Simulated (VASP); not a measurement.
Write the native input for VASP 6.6.1 that does the following.

* Task: single point
* Functional: LDA
* Potentials or basis: VASP PAW LDA potentials, release 64 (Ti_sv)
* Cutoff: 520 eV
* k mesh: 20 × 20 × 20
* Occupations: gaussian, width 0.15 eV
* Spin: no spin polarisation
* Dipole correction: no
* Further INCAR settings: ALGO = Fast; EDIFF = 1e-06; NBANDS = 12

The structure of Ti lies in POSCAR:

```
Ti
1.0
   -1.6656150000      1.6656150000      1.6902300000
    1.6656150000     -1.6656150000      1.6902300000
    1.6656150000      1.6656150000     -1.6902300000
Ti
1
Direct
    0.0000000000      0.0000000000      0.0000000000
```

This cell differs from its parent crystal: strain +0.015 along x and y, +0.030 along z.

The input as run:

INCAR

```
SYSTEM = Ti
PREC     = Accurate       ! precision mode
ENCUT    = 520            ! plane-wave cutoff, eV
EDIFF    = 1E-6           ! SCF threshold, eV
ISMEAR   = 0              ! smearing method
SIGMA    = 0.15           ! smearing width, eV
LREAL    = .False.        ! projectors in reciprocal space
LASPH    = .True.         ! aspherical terms in the spheres
NELM     = 80             ! most SCF steps
ALGO     = Fast           ! electronic algorithm
ISIF     = 2              ! what is computed and relaxed
LWAVE    = .False.        ! write WAVECAR
LCHARG   = .False.        ! write CHGCAR
GGA      = CA             ! functional
NBANDS   = 12             ! bands
```

KPOINTS

```
regular mesh
0
Gamma
  20 20 20
  0 0 0
```

Potentials or basis: VASP PAW LDA potentials, release 64 (Ti_sv).

The run is started by

```sh
$ cat potpaw_LDA.64/Ti_sv/POTCAR > POTCAR
$ mpirun -np 1 vasp_std > vasp.out
```

It gave:

```json
{"Pressure": "-15.1 GPa", "Band gap on the k mesh": "zero (band 6 reaches 7.93 eV, above the bottom of band 7 at 6.48 eV)"}
```

Caveat: the cell differs from its parent crystal (strain +0.015 along x and y, +0.030 along z).

It took 2.2 min on 1 thread of Intel(R) Xeon(R) Platinum 8259CL CPU @ 2.50GHz (Skylake/Cascade Lake) (shared host), peak memory 0.25 GiB.
